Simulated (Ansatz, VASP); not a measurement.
# One calculation of Cs3H, two programs

```xyz
4
Lattice="-4.2558 4.2558 4.3274 4.2558 -4.2558 4.3274 4.2558 4.2558 -4.3274" Properties=species:S:1:pos:R:3 pbc="T T T"
Cs    0.0000    4.2558    0.0000
Cs    4.2558    0.0000    0.0000
Cs    0.0000    0.0000    0.0000
H     0.0000    0.0000    4.3274
```

Alike in both runs: task single point; functional PBE; k mesh 4 × 4 × 4; occupations gaussian, width 0.1 eV; no spin polarisation.

|  | VASP | Ansatz |
| --- | --- | --- |
| version | VASP 6.6.1 | Ansatz 0.2.0 |
| potentials or method | VASP PAW PBE potentials, release 64 (Cs_sv, H), cutoff 500 eV | scalar-relativistic, plane waves, PAW |
| valence electrons in the cell | 28 | 28 |

```csv
,VASP,Ansatz,Ansatz less VASP
gap on the k mesh at the Fermi level (eV),none,none,-
pressure (GPa),0.2,0.2,+0.01
"traceless stress, the component that is largest in VASP (GPa)",-0.06,-0.06,0.000
```

A gap of «none» marks a metal or a gap that the smearing closes.

Neither program's run includes spin-orbit coupling.
